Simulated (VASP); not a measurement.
Cd:

```
Cd
1.0
     3.00071    0.00000    0.00000
    -1.50036    2.59869    0.00000
     0.00000    0.00000    5.92616
Cd
2
Direct
  0.33333 0.66667 0.25000
  0.66667 0.33333 0.75000
```

Base run:

```yaml
Program: VASP 6.6.1
Functional: PBE
Potentials_or_basis: VASP PAW PBE potentials, release 64 (Cd)
Cutoff: 520 eV
k_mesh: 12 × 12 × 6
Occupations: fermi-dirac, width 0.03 eV
Spin: no spin polarisation
```

Its results: band gap on the k mesh zero (bands 12 and 13 overlap by 4.11 eV); pressure 0.2 GPa.

**Question.** The run is repeated on the same cell with these changes: occupations from fermi-dirac, width 0.03 eV to fermi-dirac, width 0.3 eV. What comes out?

**Answer.** Band gap on the k mesh zero (bands 12 and 13 overlap by 4.11 eV); pressure 0.8 GPa.

Caveats: so wide a smearing shifts energies and pressures (at least some runs).
